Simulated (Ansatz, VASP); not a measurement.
## GaP: VASP beside Ansatz

INCAR

```
PREC = Accurate ; ENCUT = 520
EDIFF = 1E-6 ; ISMEAR = -1
SIGMA = 0.05 ; LREAL = F
LASPH = T ; NELM = 80
ALGO = Normal ; ISIF = 2
LWAVE = F ; LCHARG = F
GGA = PE ; NBANDS = 16
```

The input KPOINTS:

```
regular mesh
0
Gamma
  10 10 10
```

Contents of POSCAR:

```
GaP
1.0
    0.0000000000      2.7252500000      2.7252500000
    2.7252500000      0.0000000000      2.7252500000
    2.7252500000      2.7252500000      0.0000000000
Ga P
1 1
Direct
    0.0000000000      0.0000000000      0.0000000000
    0.7500000000      0.7500000000      0.7500000000
```

Input for Ansatz:

```yaml
crystal:
  lattice:
    - [0.0, 2.72525, 2.72525]
    - [2.72525, 0.0, 2.72525]
    - [2.72525, 2.72525, 0.0]
  atoms:
    - { symbol: Ga, position: [0.0, 0.0, 0.0] }
    - { symbol: P, position: [0.75, 0.75, 0.75] }
kpoints:
  mp_grid: { grid: [10, 10, 10] }
  band_path:
    path:
      - [0.0, 0.0, 0.0]
      - [-0.5, -0.5, 0.0]
      - [-0.375, -0.375, 0.25]
      - [-0.375, 0.0, 0.375]
      - [0.0, 0.0, 0.0]
      - [0.0, 0.0, 0.5]
      - [-0.5, -0.25, 0.25]
      - [-0.5, -0.5, 0.0]
    npoints: 5
scf:
  occupations: { method: fermi_dirac, width: 0.05 }
hamiltonian:
  xc: pbe
  pseudopotentials:
    kind: all_electron
    lapw: { basis_error: 0.0005 }
    relativity: none
output:
  forces: true
  stress: true
  eigenvalues: true
```

Alike in both runs: task single point; functional PBE; k mesh 10 × 10 × 10; occupations fermi-dirac, width 0.05 eV; no spin polarisation.

|  | VASP | Ansatz |
| --- | --- | --- |
| version | VASP 6.6.1 | Ansatz 0.2.0 |
| potentials or method | VASP PAW PBE potentials, release 64 (Ga_d, P), cutoff 520 eV | all-electron LAPW, non-relativistic |

```csv
,VASP,Ansatz,Ansatz less VASP
pressure (GPa),2.4,3.3,+0.85
```

Ansatz ran all-electron here, and VASP with PAW potentials.
